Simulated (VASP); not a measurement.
**Ti: single point with PBE**

Crystal: Ti.

```xyz
1
Lattice="0.0000 1.9702 1.9702 1.9702 0.0000 1.9702 1.9702 1.9702 0.0000" Properties=species:S:1:pos:R:3 pbc="T T T"
Ti    0.0000    0.0000    0.0000
```

```json
{"Program": "VASP 6.6.1", "Task": "single point", "Functional": "PBE", "Potentials or basis": "VASP PAW PBE potentials, release 64 (Ti_sv)", "Cutoff": "520 eV", "k mesh": "20 × 20 × 20", "Occupations": "gaussian, width 0.15 eV", "Spin": "collinear spin, ferromagnetic start", "Starting moments": "[0.75] μB", "Fixed moment": "0.75 μB"}
```

The pressure is 19.0 GPa and the net moment is 0.75 μB per cell. The site moments are Ti +0.53 μB. The valence electrons inside the program's atomic spheres are Ti 10.43.

Run time: 98 s on 1 thread of AMD EPYC 9R45 96-Core Processor (Zen 5), with other jobs on the host, peak memory 0.19 GiB.

Caveat: the total moment is fixed, so each spin has its own Fermi level.
